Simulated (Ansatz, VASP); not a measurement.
# One calculation of MgC18, two programs

```xyz
19
Lattice="7.3980 0.0000 0.0000 -3.6990 6.4069 0.0000 0.0000 0.0000 13.0000" Properties=species:S:1:pos:R:3 pbc="T T T"
C    -0.0001   -0.0062    0.8984
C     1.2330    0.7182    0.8977
C    -1.2331    2.1293    0.8994
C     0.0000    2.8537    0.8992
C    -2.4660    4.2649    0.8996
C    -1.2330    4.9893    0.8992
C     2.4661   -0.0062    0.8984
C     3.6991    0.7182    0.8987
C     1.2330    2.1294    0.8988
C     2.4660    2.8537    0.8992
C     0.0000    4.2649    0.8993
C     1.2330    4.9894    0.8994
C     4.9320   -0.0062    0.8991
C     6.1649    0.7182    0.8987
C     3.6991    2.1293    0.8994
C     4.9320    2.8537    0.9001
C     2.4660    4.2649    0.8993
C     3.6990    4.9893    0.8992
Mg   -2.4660    6.6442    4.9971
```

Alike in both runs: functional PBE; k mesh 2 × 2 × 1; occupations fermi-dirac, width 0.02 eV; no spin polarisation.

Ansatz relaxed the structure, and its values are those at the end. VASP's run is a single point on that final structure, the one shown.

```csv
,VASP,Ansatz
version,VASP 6.6.1,Ansatz 0.2.0
potentials or method,"VASP PAW PBE potentials, release 64 (C, Mg), cutoff 520 eV","scalar-relativistic, plane waves, PAW"
valence electrons in the cell,74,82
```

Ansatz gave:

```
rms of the force components (eV/Å) : 0.003
```

Problem. Which values does VASP return?

Solution. rms of the force components (eV/Å): 0.004.

The functional is the same, so the differences come from potentials, cutoffs and numerics. VASP's potentials hold 74 valence electrons a cell and Ansatz's 82, so a difference there can come from the potentials and not from the codes.

The k mesh is coarse, so the values compare programs but aren't converged.
